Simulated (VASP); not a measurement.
# Ta3Br (P4/mmm) in VASP: relaxation of cell and atoms with PBE

Aim: the relaxation of cell and atoms of Ta3Br with PBE.

Everything below comes from runs of VASP 6.6.1. Logs are shortened: lines on timing, memory, paths and dates and some standing lists are left out, and cuts for length are marked.

## 1. The cell of the first run

The structure is tetragonal, space group P4/mmm (No. 123). The conventional cell has a = 4.254 Å, b = 4.254 Å, c = 4.210 Å, α = 90.00°, β = 90.00°, γ = 90.00°. Ta (site symmetry mmm) has 8 Ta at 2.99 to 3.01 Å and 4 Br at 2.99 Å within 3.9 Å. Within 3.9 Å of Ta (site symmetry 4/mmm) lie 8 Ta at 2.99 Å and 4 Br at 3.01 Å. Within 3.9 Å of Br (site symmetry 4/mmm) lie 12 Ta at 2.99 to 3.01 Å.

## 2. Relaxation of cell and atoms, PBE

Contents of INCAR:

```
SYSTEM = Ta3Br
ALGO = Normal
EDIFF = 1E-7
EDIFFG = -0.01
ENCUT = 500
GGA = PE
GGA_COMPAT = .FALSE.
IBRION = 2
ISIF = 3
ISMEAR = 0
LASPH = .TRUE.
LCHARG = .FALSE.
LREAL = .FALSE.
LWAVE = .FALSE.
NELM = 120
NELMIN = 4
NSW = 100
PREC = Accurate
SIGMA = 0.1
```

Contents of KPOINTS:

```
k-points
0
G
  12 12 12
  0 0 0
```

Contents of POSCAR:

```
Ta3Br
1.0
    4.2538008474      0.0000000000      0.0000000000
    0.0000000000      4.2538008474      0.0000000000
    0.0000000000      0.0000000000      4.2100777118
Ta Br
3 1
Direct
    0.0000000000      0.5000000000      0.5000000000
    0.5000000000      0.0000000000      0.5000000000
    0.5000000000      0.5000000000      0.0000000000
    0.0000000000      0.0000000000      0.0000000000
```

Potentials or basis: VASP PAW PBE potentials, release 64 (Ta_pv, Br).

On the command line:

```
$ cat potpaw_PBE.64/Ta_pv/POTCAR potpaw_PBE.64/Br/POTCAR > POTCAR
$ mpirun -np 1 vasp_std > vasp.out
```

OUTCAR:

```text
SYSTEM = Ta3Br
   EDIFF = 1E-7
   EDIFFG = -0.01
   ENCUT = 500
   GGA = PE
   IBRION = 2
   ISIF = 3
   ISMEAR = 0
   LASPH = .TRUE.
   LREAL = .FALSE.
   NELM = 120
   NELMIN = 4
   NSW = 100
   PREC = Accurate

 ion  position               nearest neighbor table
   1  0.000  0.500  0.500-   3 2.99   4 2.99   3 2.99   4 2.99   4 2.99   4 2.99   3 2.99   3 2.99
                             2 3.01   2 3.01   2 3.01   2 3.01
   2  0.500  0.000  0.500-   3 2.99   4 2.99   3 2.99   4 2.99   3 2.99   3 2.99   4 2.99   4 2.99
                             1 3.01   1 3.01   1 3.01   1 3.01
   3  0.500  0.500  0.000-   1 2.99   2 2.99   1 2.99   2 2.99   2 2.99   2 2.99   1 2.99   1 2.99
                             4 3.01   4 3.01   4 3.01   4 3.01
   4  0.000  0.000  0.000-   1 2.99   2 2.99   1 2.99   2 2.99   1 2.99   1 2.99   2 2.99   2 2.99
                             3 3.01   3 3.01   3 3.01   3 3.01

  LATTYP: Found a simple tetragonal cell.
 ALAT       =     4.2538008474
 C/A-ratio  =     0.9897213957

  Lattice vectors:

 A1 = (   4.2538008474,   0.0000000000,   0.0000000000)
 A2 = (   0.0000000000,   4.2538008474,   0.0000000000)
 A3 = (   0.0000000000,   0.0000000000,   4.2100777118)

Analysis of symmetry for initial positions (statically):
=====================================================================
 Subroutine PRICEL returns:
 Original cell was already a primitive cell.

 Routine SETGRP: Setting up the symmetry group for a
 simple tetragonal supercell.

 Subroutine GETGRP returns: Found 16 space group operations
 (whereof 16 operations were pure point group operations)
 out of a pool of 16 trial point group operations.

The static configuration has the point symmetry D_4h.

Analysis of symmetry for dynamics (positions and initial velocities):
=====================================================================
 Subroutine PRICEL returns:
 Original cell was already a primitive cell.

 Routine SETGRP: Setting up the symmetry group for a
 simple tetragonal supercell.

 Subroutine GETGRP returns: Found 16 space group operations
 (whereof 16 operations were pure point group operations)
 out of a pool of 16 trial point group operations.

The dynamic configuration has the point symmetry D_4h.

 Subroutine INISYM returns: Found 16 space group operations
 (whereof 16 operations are pure point group operations),
 and found     1 'primitive' translations

----------------------------------------------------------------------------------------

                                     Primitive cell

  volume of cell :      76.1806

  direct lattice vectors                    reciprocal lattice vectors
     4.253800847  0.000000000  0.000000000     0.235083878  0.000000000  0.000000000
     0.000000000  4.253800847  0.000000000     0.000000000  0.235083878  0.000000000
     0.000000000  0.000000000  4.210077712     0.000000000  0.000000000  0.237525307

  length of vectors
     4.253800847  4.253800847  4.210077712     0.235083878  0.235083878  0.237525307

  position of ions in fractional coordinates (direct lattice)
     0.000000000  0.500000000  0.500000000
     0.500000000  0.000000000  0.500000000
     0.500000000  0.500000000  0.000000000
     0.000000000  0.000000000  0.000000000

  ion indices of the primitive-cell ions
   primitive index   ion index
                 1           1
                 2           2
                 3           3
                 4           4

----------------------------------------------------------------------------------------

 KPOINTS: k-points

Automatic generation of k-mesh.
 Grid dimensions read from file:
 generate k-points for:   12   12   12

 Generating k-lattice:

  Cartesian coordinates                     Fractional coordinates (reciprocal lattice)
     0.019590323  0.000000000  0.000000000     0.083333333  0.000000000  0.000000000
     0.000000000  0.019590323  0.000000000     0.000000000  0.083333333  0.000000000
     0.000000000  0.000000000  0.019793776     0.000000000  0.000000000  0.083333333

  Length of vectors
     0.019590323  0.019590323  0.019793776

  Shift w.r.t. Gamma in fractional coordinates (k-lattice)
     0.000000000  0.000000000  0.000000000

 Subroutine IBZKPT returns following result:
 ===========================================

 Found    196 irreducible k-points:

 Following reciprocal coordinates:
            Coordinates               Weight
  0.000000  0.000000  0.000000      1.000000
  0.083333  0.000000  0.000000      4.000000
  0.166667  0.000000  0.000000      4.000000
  0.250000  0.000000  0.000000      4.000000
  0.333333  0.000000  0.000000      4.000000
  0.416667  0.000000  0.000000      4.000000
[... 16 lines left out ...]
  0.333333  0.333333  0.000000      4.000000
  0.416667  0.333333  0.000000      8.000000
 [... further k-points ...]
   k-points           NKPTS =    196   k-points in BZ     NKDIM =    196   number of bands    NBANDS=     24
   number of dos      NEDOS =    301   number of ions     NIONS =      4
   total plane-waves  NPLWV =  32768
   dimension x,y,z NGX =    32 NGY =   32 NGZ =   32
   dimension x,y,z NGXF=    64 NGYF=   64 NGZF=   64
   ions per type =               3   1
   NGX,Y,Z   is equivalent  to a cutoff of  12.51, 12.51, 12.64 a.u.
   NGXF,Y,Z  is equivalent  to a cutoff of  25.01, 25.01, 25.27 a.u.
 SYSTEM =  Ta3Br
   PREC   = accura    normal or accurate (medium, high low for compatibility)
   ISTART =      0    job   : 0-new  1-cont  2-samecut
   ICHARG =      2    charge: 1-file 2-atom 10-const
   ISPIN  =      1    spin polarized calculation?
   LNONCOLLINEAR =      F non collinear calculations
   LSORBIT =      F    spin-orbit coupling
   LASPH  =      T    aspherical Exc in radial PAW
   ENCUT  =  500.0 eV  36.75 Ry    6.06 a.u.   7.76  7.76  7.68*2*pi/ulx,y,z
   NELM   =    120;   NELMIN=  4; NELMDL= -5     # of ELM steps
   EDIFF  = 0.1E-06   stopping-criterion for ELM
   LREAL  =      F    real-space projection
   EDIFFG = -.1E-01   stopping-criterion for IOM
   NSW    =    100    number of steps for IOM
   IBRION =      2    ionic relax: 0-MD 1-quasi-New 2-CG
   NFREE  =      1    steps in history (QN), initial steepest desc. (CG)
   ISIF   =      3    stress and relaxation
   ISYM   =      2    0-nonsym 1-usesym 2-fastsym
   POTIM  = 0.5000    time-step for ionic-motion
   TEBEG  =    0.0;   TEEND  =   0.0 temperature during run
   PSTRESS=    0.0 pullay stress
   NELECT =      40.0000    total number of electrons
   NUPDOWN=      -1.0000    fix difference up-down
   EMIN   =  10.00;   EMAX   =-10.00  energy-range for DOS
   EFERMI =   0.00;   METHOD = LEGACY
   ISMEAR =     0;   SIGMA  =   0.10  broadening in eV -4-tet -1-fermi 0-gaus
   EFERMI_NEDOS =   21; number of points for ismear=-14 and -15
   IALGO  =     38    algorithm
   IMIX   =      4    mixing-type and parameters
     AMIX     =   0.40;   BMIX     =  1.00
     AMIX_MAG =   1.60;   BMIX_MAG =  1.00
  volume/ion in A,a.u.               =      19.05       128.52
  Fermi-wavevector in a.u.,A,eV,Ry     =   1.320728  2.495814 23.732944  1.744322
  Thomas-Fermi vector in A             =   2.450533
   LORBIT       =      0    0 simple, 1 ext, 2 COOP (PROOUT), +10 PAW based schemes
   GGA     = PE    functional components
   LHFCALC =     F    Hartree Fock is set to
   AEXX    =    0.0000 exact exchange contribution
   IVDW    =     0    specifies the selected vdW correction
   LEPSILON=     F    determine dielectric tensor
   LRPA    =     F    only Hartree local field effects (RPA)
 conjugate gradient relaxation of ions
 non-spin polarized calculation
 Gauss-broadening in eV      SIGMA  =   0.10
  energy-cutoff  :      500.00
  volume of cell :       76.18
 maximum number of plane-waves:      1956
 NGX is ok and might be reduce to    32
   NGX = 15   NGY = 15   NGZ = 15

--------------------------------------- Ionic step        1  -------------------------------------------

 number of electron      39.9999989 magnetization

 Free energy of the ion-electron system (eV)
  ---------------------------------------------------
  ext. energy  EPLUGINS =         0.00000000
  ---------------------------------------------------
  free energy    TOTEN  =       -33.83569562 eV

  energy without entropy =      -33.82717915  energy(sigma->0) =      -33.83143738

------------------------ aborting loop because EDIFF is reached ----------------------------------------

  FORCE on cell =-STRESS in cart. coord.  units (eV):
  Direction    XX          YY          ZZ          XY          YZ          ZX
  --------------------------------------------------------------------------------------
  -------------------------------------------------------------------------------------
  Total       -0.8851287     -0.8851287     -1.0083757      0.0000000      0.0000000      0.0000000
  in kB      -18.6154085    -18.6154085    -21.2074544      0.0000000      0.0000000      0.0000000
  external PRESSURE =     -19.4794238 kB  Pullay stress =       0.0000000 kB
[... 95 lines left out ...]
  FREE ENERGIE OF THE ION-ELECTRON SYSTEM (eV)
  ---------------------------------------------------
  free  energy   TOTEN  =       -33.8421723895 eV

  energy  without entropy=      -33.8336322119  energy(sigma->0) =      -33.83790230

[... ionic steps 4 to 23 ...]

--------------------------------------- Ionic step       24  -------------------------------------------

 number of electron      39.9999990 magnetization

------------------------ aborting loop because EDIFF is reached ----------------------------------------

  FORCE on cell =-STRESS in cart. coord.  units (eV):
  Direction    XX          YY          ZZ          XY          YZ          ZX
  --------------------------------------------------------------------------------------
  -------------------------------------------------------------------------------------
  Total       -0.0549864     -0.0549864      0.1883641      0.0000000     -0.0000000      0.0000000
  in kB       -1.1855936     -1.1855936      4.0614286      0.0000000     -0.0000000      0.0000000
  external PRESSURE =       0.5634138 kB  Pullay stress =       0.0000000 kB
[... 61 lines left out ...]
  energy  without entropy=      -34.3484008965  energy(sigma->0) =      -34.36113166

--------------------------------------- Ionic step       26  -------------------------------------------

 number of electron      39.9999991 magnetization

 Free energy of the ion-electron system (eV)
  ---------------------------------------------------
  ext. energy  EPLUGINS =         0.00000000
  ---------------------------------------------------
  free energy    TOTEN  =       -34.37388006 eV

  energy without entropy =      -34.34855225  energy(sigma->0) =      -34.36121616

 E-fermi :   6.5704     XC(G=0): -12.1199

 val. band max:        6.5667687052   @ k =   0.2500   0.2500   0.2500
 cond. band min:       6.5716090885   @ k =   0.2500   0.2500   0.1667
 fundamental gap:      0.0048403833
 Fermi energy:         6.5704066193

 k-point     1 :       0.0000    0.0000    0.0000
  band No.  band energies     occupation
      1     -28.2237      2.00000
      2     -28.2237      2.00000
      3     -27.9835      2.00000
      4     -27.9835      2.00000
      5     -27.9436      2.00000
      6     -27.8354      2.00000
[... 637 lines left out ...]
     23       7.8034      0.00000
     24       8.6457      0.00000

 [... further k-points ...]

------------------------ aborting loop because EDIFF is reached ----------------------------------------

  FORCE on cell =-STRESS in cart. coord.  units (eV):
  Direction    XX          YY          ZZ          XY          YZ          ZX
  --------------------------------------------------------------------------------------
  -------------------------------------------------------------------------------------
  Total        0.0186402      0.0186402      0.0125768      0.0000000      0.0000000      0.0000000
  in kB        0.4016840      0.4016840      0.2710215      0.0000000      0.0000000      0.0000000
  external PRESSURE =       0.3581298 kB  Pullay stress =       0.0000000 kB
[... 19 lines left out ...]
  FREE ENERGIE OF THE ION-ELECTRON SYSTEM (eV)
  ---------------------------------------------------
  free  energy   TOTEN  =       -34.3738800594 eV

  energy  without entropy=      -34.3485522548  energy(sigma->0) =      -34.36121616

 reached required accuracy - stopping structural energy minimisation
```

Wall time 26 min (1 thread of Intel Xeon 6975P-C (Granite Rapids), shared host); peak memory 0.45 GiB.

Results:

| Item | Value |
| --- | --- |
| Free energy | -34.3739 eV |
| Relaxed volume | 18.59 Å³/atom |
| Relaxed cell | a = 4.749 Å, b = 4.749 Å, c = 3.297 Å, α = 90.00°, β = 90.00°, γ = 90.00° |
| Space group after relaxing (to 0.1 Å) | P4/mmm (No. 123) |
| Energy gained by relaxing | 134.5 meV/atom |
| Ionic steps | 26 |
| Pressure after relaxing | 0.0 GPa |
| Band gap on the k mesh | zero (bands 20 and 21 overlap by 1.68 eV) |

The path:
```tsv
step	energy change (eV)	largest force (eV/Å)	pressure (GPa)	volume (Å³)
1	0.0000	0.0000	-1.95	76.18
2	0.0072	0.0000	3.03	73.66
3	-0.0065	0.0000	0.01	75.14
4	-0.0066	0.0000	0.00	75.14
5	-0.0071	0.0000	0.01	75.14
6	-0.0087	0.0000	0.02	75.13
7	-0.0146	0.0000	0.06	75.10
8	-0.0399	0.0000	0.21	74.99
9	-0.1663	0.0000	0.61	74.60
10	-0.4788	0.0000	2.85	73.03
11	1.0903	0.0000	28.84	66.49
12	-0.5059	0.0000	3.91	72.53
13	-0.5057	0.0000	4.65	72.18
14	-0.5007	0.0000	5.06	71.93
15	-0.4964	0.0000	5.24	71.80
16	-0.5024	0.0000	4.81	71.99
17	-0.5174	0.0000	3.56	72.56
18	-0.5343	0.0000	1.16	73.72
19	-0.5187	0.0000	-3.20	76.06
20	-0.5365	0.0000	-0.04	74.33
21	-0.5365	0.0000	0.06	74.28
22	-0.5366	0.0000	0.06	74.28
23	-0.5370	0.0000	0.06	74.29
24	-0.5376	0.0000	0.06	74.31
25	-0.5382	0.0000	0.04	74.34
26	-0.5382	0.0000	0.04	74.35
```

Final structure:
```
CELL_PARAMETERS angstrom
4.74880 0.00000 0.00000
0.00000 4.74880 0.00000
0.00000 0.00000 3.29693
ATOMIC_POSITIONS crystal
Ta 0.00000 0.50000 0.50000
Ta 0.50000 0.00000 0.50000
Ta 0.50000 0.50000 0.00000
Br 0.00000 0.00000 0.00000
```

Levels at points of the mesh, in eV from the Fermi level:
| k point | band 18 | band 19 | band 20 | band 21 | band 22 | band 23 |
| --- | --- | --- | --- | --- | --- | --- |
| (0.00, 0.00, 0.00) | -1.17 | -1.17 | -0.78 | 1.11 | 1.54 | 1.54 |
| (0.50, 0.00, 0.00) | -0.83 | -0.59 | -0.08 | 0.64 | 0.64 | 0.96 |
| (0.50, 0.50, 0.00) | -0.96 | -0.40 | -0.08 | 0.72 | 0.78 | 1.76 |
| (0.00, 0.00, 0.50) | -0.84 | -0.66 | -0.20 | -0.20 | 0.23 | 3.58 |
| (0.50, 0.00, 0.50) | -1.06 | -0.43 | -0.16 | -0.08 | 0.66 | 1.86 |
| (0.50, 0.50, 0.50) | -1.35 | -0.78 | -0.78 | -0.07 | 1.21 | 3.67 |

Caveat: a cell axis changed by over 15 % at a fixed basis, so the end point is rough; spin-orbit coupling is left out, which moves the levels of the heavy elements.
